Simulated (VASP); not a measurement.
Input of a VASP 6.6.1 run:

INCAR

```
PREC = Accurate
ENCUT = 520
EDIFF = 1E-7
ISMEAR = 0
SIGMA = 0.15
LREAL = False
LASPH = True
NELM = 100
ALGO = Normal
ISIF = 2
LWAVE = False
LCHARG = False
GGA = CA
NBANDS = 16
```

The input KPOINTS:

```
Automatic mesh
0
Gamma
  18 18 12
```

The input POSCAR:

```
ZrB2
1.0
    3.2835481494      0.0000000000      0.0000000000
   -1.6417740747      2.8436361119      0.0000000000
    0.0000000000      0.0000000000      3.0484461019
Zr B
1 2
Direct
    0.0000000000      0.0000000000      0.0000000000
    0.3333333333      0.6666666667      0.5000000000
    0.6666666667      0.3333333333      0.5000000000
```

Potentials or basis: VASP PAW LDA potentials, release 64 (Zr_sv, B).

The run is started by

```console
$ cat potpaw_LDA.64/Zr_sv/POTCAR potpaw_LDA.64/B/POTCAR > POTCAR
$ mpirun -np 1 vasp_std > vasp.out
```

Task: Predict the pressure.

Result: 12.7 GPa.

Task: What does it give for the band gap on the k mesh?

Result: Zero (band 9 reaches 11.89 eV, above the bottom of band 10 at 10.08 eV).

Stress tensor (GPa, compression positive):
```
-8.54  0.00  0.00
 0.00 -8.54  0.00
 0.00  0.00 55.09
```
